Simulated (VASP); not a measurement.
# SiC (C222_1) in VASP: single point with r2SCAN

Aim: the single point of SiC with r2SCAN.

Everything below comes from runs of VASP 6.6.1. Logs are shortened: lines on timing, memory, paths and dates and some standing lists are left out, and cuts for length are marked.

## (1) The cell of the first run

It takes space group C222_1 (No. 20, orthorhombic). The conventional cell has a = 4.356 Å, b = 4.356 Å, c = 4.356 Å, α = 90.00°, β = 90.00°, γ = 90.00°. Si (site symmetry 2) has 4 C at 1.86 to 1.94 Å within 2.5 Å. Within 2.5 Å of C (site symmetry 2) lie 4 Si at 1.86 to 1.94 Å.

## (2) Single point, r2SCAN (atoms displaced along a vibrational mode)

Contents of POSCAR:

```
SiC
1.0
    0.0000000000     -2.1781449855     -2.1781449855
    0.0000000000      2.1781449855     -2.1781449855
    4.3562899711      0.0000000000      0.0000000000
Si C
2 2
Direct
    0.5430412120      0.4569587880      0.5000000000
   -0.0430412120      0.0430412120      0.0000000000
    0.0272944207      0.5272944207      0.2500000000
    0.4727055793     -0.0272944207      0.7500000000
```

Contents of INCAR.step1:

```
SYSTEM = SiC
PREC = Accurate ; ENCUT = 520
ISMEAR = 0 ; SIGMA = 0.05
LREAL = .False. ; LASPH = .True.
NELM = 60 ; NBANDS = 16
GGA = PE ; ALGO = Normal
EDIFF = 1E-4 ; LWAVE = .True.
LCHARG = .False.
```

Contents of INCAR.step2:

```
SYSTEM = SiC
PREC = Accurate ; ENCUT = 520
EDIFF = 1E-7 ; ISMEAR = 0
SIGMA = 0.05 ; LREAL = .False.
LASPH = .True. ; NELM = 60
ALGO = Normal ; ISIF = 2
LWAVE = .False. ; LCHARG = .False.
METAGGA = R2SCAN ; LMIXTAU = .True.
NBANDS = 16 ; ISTART = 1
```

Contents of KPOINTS:

```
regular mesh
0
Gamma
  10 10 6
  0 0 0
```

Potentials or basis: VASP PAW PBE potentials, release 64 (Si, C).

The run is started by

```bash
cat potpaw_PBE.64/Si/POTCAR potpaw_PBE.64/C/POTCAR > POTCAR
cp INCAR.step1 INCAR
mpirun -np 1 vasp_std > vasp.out
cp INCAR.step2 INCAR
mpirun -np 1 vasp_std > vasp.out
```

OUTCAR:

```text
SYSTEM = SiC
   PREC = Accurate
   ENCUT = 520
   EDIFF = 1E-7
   ISMEAR = 0
   LREAL = .False.
   LASPH = .True.
   NELM = 60
   ISIF = 2
   METAGGA = R2SCAN
   ISTART = 1

 ion  position               nearest neighbor table
   1  0.543  0.457  0.500-   3 1.86   4 1.86   4 1.94   3 1.94   2 2.83   2 2.83   2 3.10   2 3.10
                             2 3.10   2 3.10
   2  0.957  0.043  0.000-   3 1.86   4 1.86   4 1.94   3 1.94   1 2.83   1 2.83   1 3.10   1 3.10
                             1 3.10   1 3.10
   3  0.027  0.527  0.250-   1 1.86   2 1.86   1 1.94   2 1.94
   4  0.473  0.973  0.750-   1 1.86   2 1.86   1 1.94   2 1.94

  LATTYP: Found a simple tetragonal cell.
 ALAT       =     3.0803621793
 C/A-ratio  =     1.4142135624

  Lattice vectors:

 A1 = (   0.0000000000,  -2.1781449855,  -2.1781449855)
 A2 = (   0.0000000000,   2.1781449855,  -2.1781449855)
 A3 = (   4.3562899711,   0.0000000000,   0.0000000000)

Analysis of symmetry for initial positions (statically):
=====================================================================
 Subroutine PRICEL returns:
 Original cell was already a primitive cell.

 Routine SETGRP: Setting up the symmetry group for a
 simple tetragonal supercell.

 Subroutine GETGRP returns: Found  4 space group operations
 (whereof  2 operations were pure point group operations)
 out of a pool of 16 trial point group operations.

The static configuration has the point symmetry C_2 .
 The point group associated with its full space group is D_2 .

Analysis of symmetry for dynamics (positions and initial velocities):
=====================================================================
 Subroutine PRICEL returns:
 Original cell was already a primitive cell.

 Routine SETGRP: Setting up the symmetry group for a
 simple tetragonal supercell.

 Subroutine GETGRP returns: Found  4 space group operations
 (whereof  2 operations were pure point group operations)
 out of a pool of 16 trial point group operations.

The dynamic configuration has the point symmetry C_2 .
 The point group associated with its full space group is D_2 .

 Subroutine INISYM returns: Found  4 space group operations
 (whereof  2 operations are pure point group operations),
 and found     1 'primitive' translations

----------------------------------------------------------------------------------------

                                     Primitive cell

  volume of cell :      41.3352

  direct lattice vectors                    reciprocal lattice vectors
     0.000000000 -2.178144985 -2.178144985     0.000000000 -0.229553130 -0.229553130
     0.000000000  2.178144985 -2.178144985     0.000000000  0.229553130 -0.229553130
     4.356289971  0.000000000  0.000000000     0.229553130  0.000000000  0.000000000

  length of vectors
     3.080362179  3.080362179  4.356289971     0.324637150  0.324637150  0.229553130

  position of ions in fractional coordinates (direct lattice)
     0.543041212  0.456958788  0.500000000
     0.956958788  0.043041212  0.000000000
     0.027294421  0.527294421  0.250000000
     0.472705579  0.972705579  0.750000000

  ion indices of the primitive-cell ions
   primitive index   ion index
                 1           1
                 2           2
                 3           3
                 4           4

----------------------------------------------------------------------------------------

 KPOINTS: regular mesh

Automatic generation of k-mesh.
 Grid dimensions read from file:
 generate k-points for:   10   10    6

 Generating k-lattice:

  Cartesian coordinates                     Fractional coordinates (reciprocal lattice)
     0.000000000 -0.022955313 -0.022955313     0.100000000  0.000000000  0.000000000
     0.000000000  0.022955313 -0.022955313     0.000000000  0.100000000  0.000000000
     0.038258855  0.000000000  0.000000000     0.000000000  0.000000000  0.166666667

  Length of vectors
     0.032463715  0.032463715  0.038258855

  Shift w.r.t. Gamma in fractional coordinates (k-lattice)
     0.000000000  0.000000000  0.000000000

 Subroutine IBZKPT returns following result:
 ===========================================

 Found    124 irreducible k-points:

 Following reciprocal coordinates:
            Coordinates               Weight
  0.000000  0.000000  0.000000      1.000000
  0.100000  0.000000  0.000000      4.000000
  0.200000  0.000000  0.000000      4.000000
  0.300000  0.000000  0.000000      4.000000
  0.400000  0.000000  0.000000      4.000000
  0.500000  0.000000  0.000000      2.000000
[... 16 lines left out ...]
  0.300000  0.300000  0.000000      2.000000
 -0.300000  0.300000  0.000000      2.000000
 [... further k-points ...]
   k-points           NKPTS =    124   k-points in BZ     NKDIM =    124   number of bands    NBANDS=     16
   number of dos      NEDOS =    301   number of ions     NIONS =      4
   total plane-waves  NPLWV =  18432
   dimension x,y,z NGX =    24 NGY =   24 NGZ =   32
   dimension x,y,z NGXF=    48 NGYF=   48 NGZF=   64
   ions per type =               2   2
   NGX,Y,Z   is equivalent  to a cutoff of  12.95, 12.95, 12.21 a.u.
   NGXF,Y,Z  is equivalent  to a cutoff of  25.91, 25.91, 24.42 a.u.
 SYSTEM =  SiC
   PREC   = accura    normal or accurate (medium, high low for compatibility)
   ISTART =      1    job   : 0-new  1-cont  2-samecut
   ICHARG =      0    charge: 1-file 2-atom 10-const
   ISPIN  =      1    spin polarized calculation?
   LNONCOLLINEAR =      F non collinear calculations
   LSORBIT =      F    spin-orbit coupling
   LASPH  =      T    aspherical Exc in radial PAW
   ENCUT  =  520.0 eV  38.22 Ry    6.18 a.u.   5.73  5.73  8.10*2*pi/ulx,y,z
   NELM   =     60;   NELMIN=  2; NELMDL=  0     # of ELM steps
   EDIFF  = 0.1E-06   stopping-criterion for ELM
   LREAL  =      F    real-space projection
   EDIFFG = 0.1E-05   stopping-criterion for IOM
   NSW    =      0    number of steps for IOM
   IBRION =     -1    ionic relax: 0-MD 1-quasi-New 2-CG
   NFREE  =      0    steps in history (QN), initial steepest desc. (CG)
   ISIF   =      2    stress and relaxation
   ISYM   =      2    0-nonsym 1-usesym 2-fastsym
   POTIM  = 0.5000    time-step for ionic-motion
   TEBEG  =    0.0;   TEEND  =   0.0 temperature during run
   PSTRESS=    0.0 pullay stress
   NELECT =      16.0000    total number of electrons
   NUPDOWN=      -1.0000    fix difference up-down
   EMIN   =  10.00;   EMAX   =-10.00  energy-range for DOS
   EFERMI =   0.00;   METHOD = LEGACY
   ISMEAR =     0;   SIGMA  =   0.05  broadening in eV -4-tet -1-fermi 0-gaus
   EFERMI_NEDOS =   21; number of points for ismear=-14 and -15
   IALGO  =     38    algorithm
   IMIX   =      4    mixing-type and parameters
     AMIX     =   0.40;   BMIX     =  1.00
     AMIX_MAG =   1.60;   BMIX_MAG =  1.00
  volume/ion in A,a.u.               =      10.33        69.74
  Fermi-wavevector in a.u.,A,eV,Ry     =   1.193094  2.254621 19.367534  1.423474
  Thomas-Fermi vector in A             =   2.329117
   LORBIT       =      0    0 simple, 1 ext, 2 COOP (PROOUT), +10 PAW based schemes
   METAGGA = R2SCAN    functional components
   LHFCALC =     F    Hartree Fock is set to
   AEXX    =    0.0000 exact exchange contribution
   IVDW    =     0    specifies the selected vdW correction
   LEPSILON=     F    determine dielectric tensor
   LRPA    =     F    only Hartree local field effects (RPA)
 non-spin polarized calculation
 Gauss-broadening in eV      SIGMA  =   0.05
  energy-cutoff  :      520.00
  volume of cell :       41.34
 maximum number of plane-waves:      1136
   NGX = 11   NGY = 11   NGZ = 17

 number of electron      16.0000001 magnetization

 Free energy of the ion-electron system (eV)
  ---------------------------------------------------
  ext. energy  EPLUGINS =         0.00000000
  ---------------------------------------------------
  free energy    TOTEN  =       -38.05127499 eV

  energy without entropy =      -38.05127499  energy(sigma->0) =      -38.05127499

 E-fermi :   8.3227     XC(G=0): -11.9677

 val. band max:        8.1059466427   @ k =   0.0000   0.0000   0.0000
 cond. band min:       9.5188411374   @ k =   0.5000   0.5000   0.0000
 fundamental gap:      1.4128944947
 Fermi energy:         8.3227364368

 k-point     1 :       0.0000    0.0000    0.0000
  band No.  band energies     occupation
      1      -8.1968      2.00000
      2      -3.1120      2.00000
      3      -0.0026      2.00000
      4       4.7282      2.00000
      5       4.8625      2.00000
      6       7.9540      2.00000
[... 8 lines left out ...]
     15      21.5922      0.00000
     16      23.0186      0.00000

 k-point     2 :       0.1000    0.0000    0.0000
  band No.  band energies     occupation
      1      -8.0614      2.00000
      2      -3.0775      2.00000
      3       0.1066      2.00000
      4       4.0196      2.00000
      5       4.9018      2.00000
      6       7.4011      2.00000
[... 8 lines left out ...]
     15      21.0892      0.00000
     16      22.5967      0.00000

 k-point     3 :       0.2000    0.0000    0.0000
  band No.  band energies     occupation
      1      -7.6593      2.00000
      2      -3.0499      2.00000
      3       0.3935      2.00000
      4       2.7406      2.00000
      5       5.1943      2.00000
      6       6.0170      2.00000
[... 8 lines left out ...]
     15      20.1144      0.00000
     16      21.5680      0.00000
[... 362 lines left out ...]
 k-point    23 :       0.3000    0.3000    0.0000
  band No.  band energies     occupation
      1      -5.8459      2.00000
      2      -2.9186      2.00000
      3       0.7340      2.00000
      4       3.0796      2.00000
      5       3.2233      2.00000
      6       3.5049      2.00000
[... 8 lines left out ...]
     15      20.5740      0.00000
     16      20.9474      0.00000

 k-point    24 :      -0.3000    0.3000    0.0000
  band No.  band energies     occupation
      1      -5.8490      2.00000
      2      -2.9000      2.00000
      3       0.6781      2.00000
      4       3.0039      2.00000
      5       3.3583      2.00000
      6       3.5404      2.00000
[... 8 lines left out ...]
     15      20.4564      0.00000
     16      20.6733      0.00000

 [... further k-points ...]

------------------------ aborting loop because EDIFF is reached ----------------------------------------

  FORCE on cell =-STRESS in cart. coord.  units (eV):
  Direction    XX          YY          ZZ          XY          YZ          ZX
  --------------------------------------------------------------------------------------
  -------------------------------------------------------------------------------------
  Total        0.4865810     -0.7606882     -0.2685144      0.0000000      0.0000000      0.0000000
  in kB       18.8601603    -29.4847123    -10.4077715      0.0000000      0.0000000      0.0000000
  external PRESSURE =      -7.0107745 kB  Pullay stress =       0.0000000 kB

 VOLUME and BASIS-vectors are now :
 -----------------------------------------------------------------------------
  energy-cutoff  :      520.00
  volume of cell :       41.34
      direct lattice vectors                 reciprocal lattice vectors
     0.000000000 -2.178144985 -2.178144985     0.000000000 -0.229553130 -0.229553130
     0.000000000  2.178144985 -2.178144985     0.000000000  0.229553130 -0.229553130
     4.356289971  0.000000000  0.000000000     0.229553130  0.000000000  0.000000000

 POSITION                                       TOTAL-FORCE (eV/Angst)
 -----------------------------------------------------------------------------------
      2.17814     -0.18750     -2.17814         0.000000      2.676091      0.000000
      0.00000     -1.99064     -2.17814         0.000000     -2.676091      0.000000
      1.08907      1.08907     -1.20797         0.000000     -0.000000      0.782135
      3.26722      1.08907     -3.14832        -0.000000     -0.000000     -0.782135
 -----------------------------------------------------------------------------------
    total drift:                                0.000000     -0.000000     -0.000000

  FREE ENERGIE OF THE ION-ELECTRON SYSTEM (eV)
  ---------------------------------------------------
  free  energy   TOTEN  =       -38.0512749895 eV

  energy  without entropy=      -38.0512749895  energy(sigma->0) =      -38.05127499
```

Wall time 2.9 min (1 thread of AMD EPYC 7R13 (Zen 3), shared host); peak memory 0.17 GiB.

What came out:

```yaml
Free_energy: -38.0513 eV
Pressure: -0.7 GPa
Largest_force: 2.676 eV/Å
Band_gap_on_the_k_mesh: 1.41 eV (least direct gap 1.51 eV)
```

Forces in eV/Å, atoms in the order of the input:
```
Si   0.000  2.676  0.000
Si   0.000 -2.676  0.000
C    0.000  0.000  0.782
C    0.000  0.000 -0.782
```

Caveat: the cell differs from its parent crystal (atoms displaced along a vibrational mode); the PAW data sets were made with another functional, which shifts forces and pressure a little.
